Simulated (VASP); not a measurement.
# AlCl (Fm-3m) in VASP: a series of runs

AlCl is run at these levels: PBE; tasks: electric field gradients, dielectric tensor.

All numbers are computed with VASP 6.6.1; they aren't measurements. Logs are shortened: lines on timing, memory, paths and dates and some standing lists are left out, and cuts for length are marked.

**1. The cell of the first run**

Symmetry: Fm-3m, No. 225, cubic system. Conventional cell: a = 5.697 Å, b = 5.697 Å, c = 5.697 Å, α = 90.00°, β = 90.00°, γ = 90.00°. Within 3.8 Å of Al (site symmetry m-3m) lie 6 Cl at 2.85 Å. Within 3.8 Å of Cl (site symmetry m-3m) lie 6 Al at 2.85 Å.

**2. Electric field gradients, PBE**

Contents of INCAR:

```
SYSTEM = AlCl
PREC = Accurate
ENCUT = 400
EDIFF = 1E-8
ISMEAR = -1
SIGMA = 0.05
LREAL = .FALSE.
LASPH = .TRUE.
NELM = 120
ALGO = Normal
ISIF = 2
LWAVE = .FALSE.
LCHARG = .FALSE.
GGA = PE
LEFG = .TRUE.
NBANDS = 12
GGA_COMPAT = .FALSE.
```

Contents of KPOINTS:

```
Automatic mesh
0
G
  8 8 8
  0 0 0
```

Contents of POSCAR:

```
AlCl
1.0
    0.0000000000      2.8486347600      2.8486347600
    2.8486347600      0.0000000000      2.8486347600
    2.8486347600      2.8486347600      0.0000000000
Al Cl
1 1
Direct
    0.5000000000      0.5000000000      0.5000000000
    0.0000000000      0.0000000000      0.0000000000
```

Potentials or basis: VASP PAW PBE potentials, release 64 (Al, Cl).

Command:

```bash
$ cat potpaw_PBE.64/Al/POTCAR potpaw_PBE.64/Cl/POTCAR > POTCAR
$ mpirun -np 1 vasp_std > vasp.out
```

OUTCAR:

```text
SYSTEM = AlCl
   PREC = Accurate
   ENCUT = 400
   EDIFF = 1E-8
   ISMEAR = -1
   LREAL = .FALSE.
   LASPH = .TRUE.
   NELM = 120
   ISIF = 2
   GGA = PE

 ion  position               nearest neighbor table
   1  0.500  0.500  0.500-   2 2.85   2 2.85   2 2.85   2 2.85   2 2.85   2 2.85
   2  0.000  0.000  0.000-   1 2.85   1 2.85   1 2.85   1 2.85   1 2.85   1 2.85

  LATTYP: Found a face centered cubic cell.
 ALAT       =     5.6972695200

  Lattice vectors:

 A1 = (   0.0000000000,   2.8486347600,   2.8486347600)
 A2 = (   2.8486347600,   0.0000000000,   2.8486347600)
 A3 = (   2.8486347600,   2.8486347600,   0.0000000000)

Analysis of symmetry for initial positions (statically):
=====================================================================
 Subroutine PRICEL returns:
 Original cell was already a primitive cell.

 Routine SETGRP: Setting up the symmetry group for a
 face centered cubic supercell.

 Subroutine GETGRP returns: Found 48 space group operations
 (whereof 48 operations were pure point group operations)
 out of a pool of 48 trial point group operations.

The static configuration has the point symmetry O_h .

Analysis of symmetry for dynamics (positions and initial velocities):
=====================================================================
 Subroutine PRICEL returns:
 Original cell was already a primitive cell.

 Routine SETGRP: Setting up the symmetry group for a
 face centered cubic supercell.

 Subroutine GETGRP returns: Found 48 space group operations
 (whereof 48 operations were pure point group operations)
 out of a pool of 48 trial point group operations.

The dynamic configuration has the point symmetry O_h .

 Subroutine INISYM returns: Found 48 space group operations
 (whereof 48 operations are pure point group operations),
 and found     1 'primitive' translations

----------------------------------------------------------------------------------------

                                     Primitive cell

  volume of cell :      46.2317

  direct lattice vectors                    reciprocal lattice vectors
     0.000000000  2.848634760  2.848634760    -0.175522677  0.175522677  0.175522677
     2.848634760  0.000000000  2.848634760     0.175522677 -0.175522677  0.175522677
     2.848634760  2.848634760  0.000000000     0.175522677  0.175522677 -0.175522677

  length of vectors
     4.028577912  4.028577912  4.028577912     0.304014195  0.304014195  0.304014195

  position of ions in fractional coordinates (direct lattice)
     0.500000000  0.500000000  0.500000000
     0.000000000  0.000000000  0.000000000

  ion indices of the primitive-cell ions
   primitive index   ion index
                 1           1
                 2           2

----------------------------------------------------------------------------------------

 KPOINTS: Automatic mesh

Automatic generation of k-mesh.
 Grid dimensions read from file:
 generate k-points for:    8    8    8

 Generating k-lattice:

  Cartesian coordinates                     Fractional coordinates (reciprocal lattice)
    -0.021940335  0.021940335  0.021940335     0.125000000  0.000000000  0.000000000
     0.021940335 -0.021940335  0.021940335     0.000000000  0.125000000  0.000000000
     0.021940335  0.021940335 -0.021940335     0.000000000  0.000000000  0.125000000

  Length of vectors
     0.038001774  0.038001774  0.038001774

  Shift w.r.t. Gamma in fractional coordinates (k-lattice)
     0.000000000  0.000000000  0.000000000

 Subroutine IBZKPT returns following result:
 ===========================================

 Found     29 irreducible k-points:

 Following reciprocal coordinates:
            Coordinates               Weight
  0.000000  0.000000  0.000000      1.000000
  0.125000  0.000000  0.000000      8.000000
  0.250000  0.000000  0.000000      8.000000
  0.375000  0.000000  0.000000      8.000000
  0.500000  0.000000  0.000000      4.000000
  0.125000  0.125000  0.000000      6.000000
[... 16 lines left out ...]
  0.500000  0.250000  0.125000     48.000000
 -0.375000  0.250000  0.125000     24.000000
 [... further k-points ...]
   k-points           NKPTS =     29   k-points in BZ     NKDIM =     29   number of bands    NBANDS=     12
   number of dos      NEDOS =    301   number of ions     NIONS =      2
   total plane-waves  NPLWV =  21952
   dimension x,y,z NGX =    28 NGY =   28 NGZ =   28
   dimension x,y,z NGXF=    56 NGYF=   56 NGZF=   56
   ions per type =               1   1
   NGX,Y,Z   is equivalent  to a cutoff of  11.55, 11.55, 11.55 a.u.
   NGXF,Y,Z  is equivalent  to a cutoff of  23.11, 23.11, 23.11 a.u.
 SYSTEM =  AlCl
   PREC   = accura    normal or accurate (medium, high low for compatibility)
   ISTART =      0    job   : 0-new  1-cont  2-samecut
   ICHARG =      2    charge: 1-file 2-atom 10-const
   ISPIN  =      1    spin polarized calculation?
   LNONCOLLINEAR =      F non collinear calculations
   LSORBIT =      F    spin-orbit coupling
   LASPH  =      T    aspherical Exc in radial PAW
   ENCUT  =  400.0 eV  29.40 Ry    5.42 a.u.   6.57  6.57  6.57*2*pi/ulx,y,z
   NELM   =    120;   NELMIN=  2; NELMDL= -5     # of ELM steps
   EDIFF  = 0.1E-07   stopping-criterion for ELM
   LREAL  =      F    real-space projection
   EDIFFG = 0.1E-06   stopping-criterion for IOM
   NSW    =      0    number of steps for IOM
   IBRION =     -1    ionic relax: 0-MD 1-quasi-New 2-CG
   NFREE  =      0    steps in history (QN), initial steepest desc. (CG)
   ISIF   =      2    stress and relaxation
   ISYM   =      2    0-nonsym 1-usesym 2-fastsym
   POTIM  = 0.5000    time-step for ionic-motion
   TEBEG  =    0.0;   TEEND  =   0.0 temperature during run
   PSTRESS=    0.0 pullay stress
   NELECT =      10.0000    total number of electrons
   NUPDOWN=      -1.0000    fix difference up-down
   EMIN   =  10.00;   EMAX   =-10.00  energy-range for DOS
   EFERMI =   0.00;   METHOD = LEGACY
   ISMEAR =    -1;   SIGMA  =   0.05  broadening in eV -4-tet -1-fermi 0-gaus
   EFERMI_NEDOS =   21; number of points for ismear=-14 and -15
   IALGO  =     38    algorithm
   IMIX   =      4    mixing-type and parameters
     AMIX     =   0.40;   BMIX     =  1.00
     AMIX_MAG =   1.60;   BMIX_MAG =  1.00
  volume/ion in A,a.u.               =      23.12       155.99
  Fermi-wavevector in a.u.,A,eV,Ry     =   0.982716  1.857064 13.139567  0.965731
  Thomas-Fermi vector in A             =   2.113820
   LORBIT       =      0    0 simple, 1 ext, 2 COOP (PROOUT), +10 PAW based schemes
   GGA     = PE    functional components
   LHFCALC =     F    Hartree Fock is set to
   AEXX    =    0.0000 exact exchange contribution
   IVDW    =     0    specifies the selected vdW correction
   LEPSILON=     F    determine dielectric tensor
   LRPA    =     F    only Hartree local field effects (RPA)
 non-spin polarized calculation
  energy-cutoff  :      400.00
  volume of cell :       46.23
 maximum number of plane-waves:       869
 NGX is ok and might be reduce to    28
   NGX = 13   NGY = 13   NGZ = 13

 number of electron      10.0000000 magnetization

 Free energy of the ion-electron system (eV)
  ---------------------------------------------------
  ext. energy  EPLUGINS =         0.00000000
  ---------------------------------------------------
  free energy    TOTEN  =        -5.92544381 eV

  energy without entropy =       -5.92537486  energy(sigma->0) =       -5.92540933

 E-fermi :   5.3077     XC(G=0):  -8.8627

 val. band max:        5.0548003560   @ k =   0.5000   0.0000   0.0000
 cond. band min:       5.5833371068   @ k =   0.5000   0.0000   0.0000
 fundamental gap:      0.5285367508
 Fermi energy:         5.3077467178

 k-point     1 :       0.0000    0.0000    0.0000
  band No.  band energies     occupation
      1     -12.2533      2.00000
      2       0.3225      2.00000
      3       0.3225      2.00000
      4       0.3225      2.00000
      5       1.0102      2.00000
      6      10.4089      0.00000
      7      10.4089      0.00000
      8      10.4089      0.00000
      9      10.4810      0.00000
     10      10.4810      0.00000
     11      10.4810      0.00000
     12      12.1812      0.00000
[... 331 lines left out ...]
 k-point    24 :      -0.3750    0.2500    0.1250
  band No.  band energies     occupation
      1     -11.8059      2.00000
      2      -2.2834      2.00000
      3      -0.6437      2.00000
      4      -0.1577      2.00000
      5       4.1816      2.00000
      6       6.2210      0.00000
      7       8.0733      0.00000
      8       8.3147      0.00000
      9      12.4431      0.00000
     10      12.7481      0.00000
     11      15.6265      0.00000
     12      16.1574      0.00000

 [... further k-points ...]
[... 5 lines left out ...]
  --------------------------------------------------------------------------------------
  -------------------------------------------------------------------------------------
  Total        1.6408833      1.6408833      1.6408833      0.0000000      0.0000000     -0.0000000
  in kB       56.8653848     56.8653848     56.8653848      0.0000000      0.0000000     -0.0000000
  external PRESSURE =      56.8653848 kB  Pullay stress =       0.0000000 kB

 VOLUME and BASIS-vectors are now :
 -----------------------------------------------------------------------------
  energy-cutoff  :      400.00
  volume of cell :       46.23
      direct lattice vectors                 reciprocal lattice vectors
     0.000000000  2.848634760  2.848634760    -0.175522677  0.175522677  0.175522677
     2.848634760  0.000000000  2.848634760     0.175522677 -0.175522677  0.175522677
     2.848634760  2.848634760  0.000000000     0.175522677  0.175522677 -0.175522677

 POSITION                                       TOTAL-FORCE (eV/Angst)
 -----------------------------------------------------------------------------------
      2.84863      2.84863      2.84863        -0.000000     -0.000000     -0.000000
      0.00000      0.00000      0.00000         0.000000      0.000000      0.000000
 -----------------------------------------------------------------------------------
    total drift:                               -0.000000      0.000000      0.000000

  FREE ENERGIE OF THE ION-ELECTRON SYSTEM (eV)
  ---------------------------------------------------
  free  energy   TOTEN  =        -5.9254438050 eV

  energy  without entropy=       -5.9253748600  energy(sigma->0) =       -5.92540933

 Electric field gradients (V/A^2)
---------------------------------------------------------------------
 ion       V_xx      V_yy      V_zz      V_xy      V_xz      V_yz
---------------------------------------------------------------------
   1      -0.000    -0.000    -0.000    -0.000    -0.000    -0.000
   2       0.000     0.000    -0.000    -0.000    -0.000    -0.000
---------------------------------------------------------------------

 Electric field gradients after diagonalization (V/A^2)
 (convention: |V_zz| > |V_xx| > |V_yy|)
----------------------------------------------------------------------
 ion       V_xx      V_yy      V_zz     asymmetry (V_yy - V_xx)/ V_zz
----------------------------------------------------------------------
   1       0.000     0.000    -0.000       0.000
   2       0.000     0.000    -0.000       0.000
----------------------------------------------------------------------

           NMR quadrupolar parameters

 Cq : quadrupolar parameter    Cq=e*Q*V_zz/h
 eta: asymmetry parameters     (V_yy - V_xx)/ V_zz
 Q  : nuclear electric quadrupole moment in mb (millibarn)
----------------------------------------------------------------------
 ion       Cq(MHz)       eta       Q (mb)
----------------------------------------------------------------------
   1      -0.000       0.000       1.000
   2      -0.000       0.000       1.000
----------------------------------------------------------------------
```

Wall time 23 s (1 thread of AMD EPYC 7R43 (Zen 3), shared host); peak memory 0.11 GiB.

What came out:

```yaml
Free_energy: -5.9254 eV
Pressure: 5.7 GPa
Band_gap_on_the_k_mesh: 0.53 eV
Largest_electric_field_gradient_by_atom: zero within the noise of the run
```

Levels at points of the mesh, in eV from the valence-band top:
| k point | band 1 | band 2 | band 3 | band 4 | band 5 | band 6 | band 7 | band 8 | band 9 | band 10 |
| --- | --- | --- | --- | --- | --- | --- | --- | --- | --- | --- |
| (0.00, 0.00, 0.00) | -17.31 | -4.73 | -4.73 | -4.73 | -4.04 | 5.35 | 5.35 | 5.35 | 5.43 | 5.43 |
| (0.50, 0.00, 0.00) | -16.92 | -7.75 | -4.90 | -4.90 | 0.00 | 0.53 | 2.35 | 2.35 | 7.27 | 10.23 |
| (0.50, 0.50, 0.00) | -16.81 | -6.88 | -5.56 | -5.56 | -3.36 | 2.54 | 4.04 | 5.09 | 5.09 | 9.04 |

Caveat: the cell stands under pressure.

**3. Dielectric tensor, PBE**

Contents of INCAR:

```
  ALGO = Normal
  EDIFF = 1E-8
  ENCUT = 400
  GGA = PE
  GGA_COMPAT = False
  ISIF = 2
  ISMEAR = 0
  LASPH = True
  LCHARG = False
  LEPSILON = True
  LREAL = False
  LWAVE = False
  NELM = 120
  PREC = Accurate
  SIGMA = 0.01
```

Contents of KPOINTS:

```
k-points
0
Gamma
  8 8 8
```

POSCAR is that of step 2.

Potentials or basis: VASP PAW PBE potentials, release 64 (Al, Cl).

Command:

```bash
$ cat potpaw_PBE.64/Al/POTCAR potpaw_PBE.64/Cl/POTCAR > POTCAR
$ mpirun -np 1 vasp_std > vasp.out
```

OUTCAR:

```text
EDIFF = 1E-8
   ENCUT = 400
   GGA = PE
   ISIF = 2
   ISMEAR = 0
   LASPH = True
   LEPSILON = True
   LREAL = False
   NELM = 120
   PREC = Accurate

 ion  position               nearest neighbor table
   1  0.500  0.500  0.500-   2 2.85   2 2.85   2 2.85   2 2.85   2 2.85   2 2.85
   2  0.000  0.000  0.000-   1 2.85   1 2.85   1 2.85   1 2.85   1 2.85   1 2.85

  LATTYP: Found a face centered cubic cell.
 ALAT       =     5.6972695200

  Lattice vectors:

 A1 = (   0.0000000000,   2.8486347600,   2.8486347600)
 A2 = (   2.8486347600,   0.0000000000,   2.8486347600)
 A3 = (   2.8486347600,   2.8486347600,   0.0000000000)

Analysis of symmetry for initial positions (statically):
=====================================================================
 Subroutine PRICEL returns:
 Original cell was already a primitive cell.

 Routine SETGRP: Setting up the symmetry group for a
 face centered cubic supercell.

 Subroutine GETGRP returns: Found 48 space group operations
[... 508 lines left out ...]

 Free energy of the ion-electron system (eV)
  ---------------------------------------------------
  ---------------------------------------------------
  free energy    TOTEN  =        -2.77956727 eV

  energy without entropy =       -2.77956727

------------------------ aborting loop because EDIFF is reached ----------------------------------------

 PIEZOELECTRIC TENSOR FIELD DIRECTION 3  (e Angst)
 -----------------------------------------------------------------------------
     0.00368  0.00000  0.00000           (  0.00000  0.00000  0.00000)
     0.00000  0.00368  0.00000           (  0.00000  0.00000  0.00000)
     0.00000  0.00000 -0.01185           (  0.00000  0.00000  0.00000)

 PIEZOELECTRIC TENSOR FIELD DIRECTION 3  (C/m^2)
 -----------------------------------------------------------------------------
     0.00128  0.00000  0.00000
     0.00000  0.00128  0.00000
     0.00000  0.00000 -0.00411

 MACROSCOPIC STATIC DIELECTRIC TENSOR (including local field effects in DFT)
 ------------------------------------------------------
          21.796917     0.000000     0.000000
          -0.000000    21.796917     0.000000
          -0.000000    -0.000000    21.796917
 ------------------------------------------------------

 PIEZOELECTRIC TENSOR (including local field effects)  for field in x, y, z        (e  Angst)
          XX          YY          ZZ          XY          YZ          ZX
  --------------------------------------------------------------------------------
  x     0.00000     0.00000     0.00000     0.00000     0.00000     0.00000
  y     0.00000     0.00000     0.00000     0.00000     0.00000     0.00000
  z     0.00000     0.00000     0.00000     0.00000     0.00000     0.00000

 PIEZOELECTRIC TENSOR (including local field effects)  for field in x, y, z        (C/m^2)
          XX          YY          ZZ          XY          YZ          ZX
  --------------------------------------------------------------------------------
  x     0.00000     0.00000     0.00000     0.00000     0.00000     0.00000
  y     0.00000     0.00000     0.00000     0.00000     0.00000     0.00000
  z     0.00000     0.00000     0.00000     0.00000     0.00000     0.00000

 BORN EFFECTIVE CHARGES (including local field effects) (in |e|, cummulative output)
 ---------------------------------------------------------------------------------
 ion    1
    1     2.85395    -0.00000    -0.00000
    2    -0.00000     2.85395     0.00000
    3    -0.00000    -0.00000     2.85395
 ion    2
    1    -2.85395     0.00000     0.00000
    2     0.00000    -2.85395    -0.00000
    3     0.00000     0.00000    -2.85395
```

Wall time 3.5 min (1 thread of AMD EPYC 7R43 (Zen 3), shared host); peak memory 0.15 GiB.

What came out:

```yaml
Band_gap_on_the_k_mesh: 0.53 eV
Electronic_dielectric_tensor_diagonal: 21.80
Born_charges_mean_of_the_diagonal: Al +2.85; Cl -2.85 e
```

Electronic dielectric tensor:
```
21.80  0.00  0.00
 0.00 21.80  0.00
 0.00  0.00 21.80
```

Born effective charge tensors (e):
atom 1, Al
```
2.85 0.00 0.00
0.00 2.85 0.00
0.00 0.00 2.85
```
atom 2, Cl
```
-2.85  0.00  0.00
 0.00 -2.85  0.00
 0.00  0.00 -2.85
```

Caveat: the gap is small at this level, which inflates the dielectric constant.
